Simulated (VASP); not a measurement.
Crystal: SnO2.

```
Sn O
1.0
     4.78800    0.00000    0.00000
     0.00000    4.86658    0.00000
     0.00000    0.00000    3.24090
Sn O
2 4
Cartesian
  2.3940 2.4333 1.6204
  0.0000 0.0000 0.0000
  1.3974 1.5624 0.0000
  3.7914 0.8709 1.6204
  0.9966 3.9957 1.6204
  3.3906 3.3042 0.0000
```

Program: VASP 6.6.1. Alike in all runs: task single point; no spin polarisation; cell as given; k mesh 6 × 4 × 6; cutoff (eV) 520; smearing gaussian 0.01 eV.

Task: Order these runs on this cell by their pressure, lowest first.
A. level BLYP; potentials or basis VASP PAW PBE potentials, release 64 (Sn_d, O)
B. level LDA; potentials or basis VASP PAW LDA potentials, release 64 (Sn_d, O)
C. level PBEsol; potentials or basis VASP PAW PBE potentials, release 64 (Sn_d, O)

Result: B (-10.4 GPa), C (-5.8 GPa), A (5.5 GPa).

Caveats: the PAW data sets were made with another functional, which shifts forces and pressure a little (some runs).
